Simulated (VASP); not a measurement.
Set up this calculation in VASP 6.6.1, as the native input.

* Task: single point
* Functional: PBE
* Dispersion: D3(BJ)
* Potentials or basis: VASP PAW PBE potentials, release 64 (Al, H)
* Cutoff: 400 eV
* k mesh: 3 × 3 × 3
* Occupations: fermi-dirac, width 0.05 eV
* Spin: no spin polarisation
* Dipole correction: no
* Further INCAR settings: LREAL = Auto; ALGO = Normal; EDIFF = 1e-06; NBANDS = 70

The structure of Al32H (a cell with a defect) lies in POSCAR:

```
Al32H
1.0
    8.1000000000      0.0000000000      0.0000000000
    0.0000000000      8.1000000000      0.0000000000
    0.0000000000      0.0000000000      8.1000000000
Al H
32 1
Direct
    0.5097732099      0.0134465432      0.0091606173
    0.7528511111      0.2562845679      0.0007574074
    0.7529237037      0.0043554321      0.2526712346
    0.0012472840      0.0031004938     -0.0008688889
    0.2509588889      0.2526444444     -0.0008692593
    0.4996691358      0.5048081481     -0.0003039506
    0.7491448148      0.7542898765     -0.0002649383
    0.2509493827      0.0031055556      0.2488279012
    0.5011550617      0.2561677778      0.2525545679
    0.7500779012      0.5038880247      0.2501813580
    0.4994109877      0.0033753086      0.5012746914
    0.7499007407      0.2538874074      0.5001948148
    0.7488038272      0.0033804938      0.7506672840
   -0.0021858025      0.5011349383      0.0004329630
    0.2405274074      0.7437495062      0.0095650617
    0.0002909877      0.2537428395      0.2498054321
    0.2496606173      0.5011366667      0.2522824691
    0.4995776543      0.7544881481      0.2495428395
   -0.0025575309      0.0043560494      0.4971877778
    0.2493335802      0.2562913580      0.4972472840
    0.5005990123      0.5017458025      0.4981707407
    0.7519862963      0.7530993827      0.4980979012
    0.2409366667      0.0134504938      0.7403207407
    0.4992696296      0.2530576543      0.7508185185
    0.7519225926      0.5017480247      0.7494956790
   -0.0022467901      0.7528229630      0.2523314815
   -0.0001043210      0.5038890123      0.5000003704
    0.2503474074      0.7542887654      0.5009187654
   -0.0024572840      0.2561748148      0.7489348148
    0.2503801235      0.5048125926      0.7504069136
    0.5084551852      0.7453665432      0.7416322222
    0.0005186420      0.7544856790      0.7505035802
    0.3736227160     -0.1196858025      0.8760239506
```

One way to write it, as run:

INCAR

```
SYSTEM = Al32H
PREC = Accurate
ENCUT = 400
EDIFF = 1E-6
ISMEAR = -1
SIGMA = 0.05
LREAL = Auto
LASPH = .TRUE.
NELM = 120
ALGO = Normal
ISIF = 2
LWAVE = .FALSE.
LCHARG = .FALSE.
GGA = PE
IVDW = 12
NBANDS = 70
GGA_COMPAT = .FALSE.
```

KPOINTS

```
Automatic mesh
0
G
  3 3 3
  0 0 0
```

Potentials or basis: VASP PAW PBE potentials, release 64 (Al, H).

The run is started by

```console
$ cat potpaw_PBE.64/Al/POTCAR potpaw_PBE.64/H/POTCAR > POTCAR
$ mpirun -np 1 vasp_std > vasp.out
```

It gave:

- Pressure: -3.0 GPa
- Largest force: 0.039 eV/Å
- Band gap on the k mesh: zero (an odd number of electrons rules out a gap without spin polarisation)
- Dispersion energy per atom: -0.328 eV

Wall time 7.3 min on 1 thread of Oxide Virtual Turin-like Processor, on a shared host, peak memory 0.46 GiB.
